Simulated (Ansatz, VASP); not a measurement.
**KCl in VASP and in Ansatz**

Contents of INCAR:

```
SYSTEM = KCl
ALGO = Normal ; EDIFF = 1E-6
ENCUT = 500 ; GGA = PE
GGA_COMPAT = .FALSE. ; ISIF = 2
ISMEAR = 0 ; LASPH = .TRUE.
LCHARG = .TRUE. ; LELF = .TRUE.
LREAL = .FALSE. ; LVHAR = .TRUE.
LWAVE = .FALSE. ; NBANDS = 15
NELM = 120 ; PREC = Accurate
SIGMA = 0.01
```

File KPOINTS:

```
k-points
0
G
  4 4 4
  0 0 0
```

POSCAR

```
KCl
1.0
    0.0000000000      3.1464700000      3.1464700000
    3.1464700000      0.0000000000      3.1464700000
    3.1464700000      3.1464700000      0.0000000000
K Cl
1 1
Direct
    0.9634600000      0.0352000000      0.0558700000
    0.4739900000      0.5033200000      0.4998500000
```

Input for Ansatz:

```yaml
crystal:
  lattice:
    - [0.0, 3.14647, 3.14647]
    - [3.14647, 0.0, 3.14647]
    - [3.14647, 3.14647, 0.0]
  atoms:
    - { symbol: K, position: [0.96346, 0.0352, 0.05587] }
    - { symbol: Cl, position: [0.47399, 0.50332, 0.49985] }
basis:
  ecutwfc: 540.0
  xc_grid: 2
kpoints:
  mp_grid:
    grid: [4, 4, 4]
hamiltonian:
  xc: pbe
scf:
  convergence:
    dr2_threshold: 1.0e-09
  occupations:
    method: fixed
output:
  forces: true
  stress: true
```

Alike in both runs: task single point; functional PBE; k mesh 4 × 4 × 4; no spin polarisation.

|  | VASP | Ansatz |
| --- | --- | --- |
| version | VASP 6.6.1 | Ansatz 0.2.0 |
| potentials or method | VASP PAW PBE potentials, release 64 (K_sv, Cl), cutoff 500 eV | plane waves, PAW |
| occupations | gaussian, width 0.01 eV | fixed |
| valence electrons in the cell | 16 | 16 |

VASP gave:

| Quantity | Value |
| --- | --- |
| pressure (GPa) | 1.5 |
| traceless stress, the component that is largest in VASP (GPa) | 1.18 |
| rms of the force components (eV/Å) | 0.285 |

Problem. Which values does Ansatz return?

Solution. Pressure (GPa): 1.5; traceless stress, the component that is largest in VASP (GPa): 1.16; rms of the force components (eV/Å): 0.280.

Atom by atom the forces differ by 0.005 eV/Å (rms over components). Ansatz's warnings: stress scf threshold loose.

The k mesh is coarse, so the values compare programs but aren't converged.
